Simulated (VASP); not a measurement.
BaS:

```
Ba S
1.0
    -0.00664    3.20516    3.20516
     3.20516   -0.00664    3.20516
     3.20516    3.20516   -0.00664
Ba S
1 1
Direct
  0.00000 0.00000 0.00000
  0.50000 0.50000 0.50000
```

This cell differs from its parent crystal: strain along [111] -0.3%.

Base run:

```yaml
Program: VASP 6.6.1
Functional: PBE
Potentials_or_basis: VASP PAW PBE potentials, release 64 (Ba_sv, S)
Cutoff: 520 eV
k_mesh: 8 × 8 × 8
Occupations: fermi-dirac, width 0.02 eV
Spin: no spin polarisation
```

Its results: band gap on the k mesh 2.13 eV (least direct gap 2.27 eV); pressure 0.8 GPa.

The run is repeated on the same cell with these changes: functional from PBE to r2SCAN; occupations from fermi-dirac, width 0.02 eV to gaussian, width 0.01 eV. What comes out?

Band gap on the k mesh 2.48 eV (least direct gap 2.63 eV); pressure 0.7 GPa.

Caveats: spin-orbit coupling is left out, which moves the levels of the heavy elements; the PAW data sets were made with another functional, which shifts forces and pressure a little (at least some runs).

A k mesh can miss the band edges.
